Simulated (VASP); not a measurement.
Set up this calculation in VASP 6.6.1, as the native input.

```yaml
Task: single point
Functional: r2SCAN
Potentials_or_basis: VASP PAW PBE potentials, release 64 (Si, N)
Cutoff: 520 eV
k_mesh: 6 × 6 × 6
Occupations: gaussian, width 0.02 eV
Spin: no spin polarisation
Dipole_correction: no
Further_INCAR_settings: ALGO = Normal; EDIFF = 1e-06; NBANDS = 45
```

The system is Si3N4.

```
Si N
1.0
     0.00000    3.70390    3.70390
     3.70390    0.00000    3.70390
     3.70390    3.70390    0.00000
Si N
6 8
Direct
  0.12500 0.12500 0.62500
  0.12500 0.62500 0.12500
  0.62500 0.12500 0.12500
  0.12500 0.12500 0.12500
  0.75000 0.75000 0.75000
  0.50000 0.50000 0.50000
  0.36818 0.36818 0.36818
  0.35453 0.88182 0.88182
  0.88182 0.88182 0.35453
  0.88182 0.35453 0.88182
  0.36818 0.36818 0.89547
  0.36818 0.89547 0.36818
  0.88182 0.88182 0.88182
  0.89547 0.36818 0.36818
```

This cell differs from its parent crystal: volume scaled by 0.88, then relaxed in part.

One way to write it, as run:

POSCAR

```
Si3N4
1.0
    0.0000000000      3.7038964198      3.7038964198
    3.7038964198      0.0000000000      3.7038964198
    3.7038964198      3.7038964198      0.0000000000
Si N
6 8
Direct
    0.1250000000      0.1250000000      0.6250000000
    0.1250000000      0.6250000000      0.1250000000
    0.6250000000      0.1250000000      0.1250000000
    0.1250000000      0.1250000000      0.1250000000
    0.7500000000      0.7500000000      0.7500000000
    0.5000000000      0.5000000000      0.5000000000
    0.3681780053      0.3681780053      0.3681780053
    0.3545340160      0.8818219947      0.8818219947
    0.8818219947      0.8818219947      0.3545340160
    0.8818219947      0.3545340160      0.8818219947
    0.3681780053      0.3681780053      0.8954659840
    0.3681780053      0.8954659840      0.3681780053
    0.8818219947      0.8818219947      0.8818219947
    0.8954659840      0.3681780053      0.3681780053
```

INCAR.step1

```
  PREC = Accurate
  ENCUT = 520
  ISMEAR = 0
  SIGMA = 0.02
  LREAL = False
  LASPH = True
  NELM = 80
  NBANDS = 45
  GGA = PE
  ALGO = Normal
  EDIFF = 1E-4
  LWAVE = True
  LCHARG = False
```

INCAR.step2

```
  PREC = Accurate
  ENCUT = 520
  EDIFF = 1E-6
  ISMEAR = 0
  SIGMA = 0.02
  LREAL = False
  LASPH = True
  NELM = 80
  ALGO = Normal
  ISIF = 2
  LWAVE = False
  LCHARG = False
  METAGGA = R2SCAN
  LMIXTAU = True
  NBANDS = 45
  ISTART = 1
```

KPOINTS

```
regular mesh
0
Gamma
  6 6 6
```

Potentials or basis: VASP PAW PBE potentials, release 64 (Si, N).

Launch:

```sh
$ cat potpaw_PBE.64/Si/POTCAR potpaw_PBE.64/N/POTCAR > POTCAR
$ cp INCAR.step1 INCAR
$ mpirun -np 1 vasp_std > vasp.out
$ cp INCAR.step2 INCAR
$ mpirun -np 1 vasp_std > vasp.out
```

Results of the run:

| Quantity | Value |
| --- | --- |
| Pressure | 53.5 GPa |
| Largest force | 0.029 eV/Å |
| Band gap on the k mesh | 4.59 eV, direct |

Caveat: the PAW data sets were made with another functional, which shifts forces and pressure a little.

It took 6.8 min on 1 thread of Intel(R) Xeon(R) Platinum 8488C (Sapphire Rapids) (shared host), peak memory 0.27 GiB.
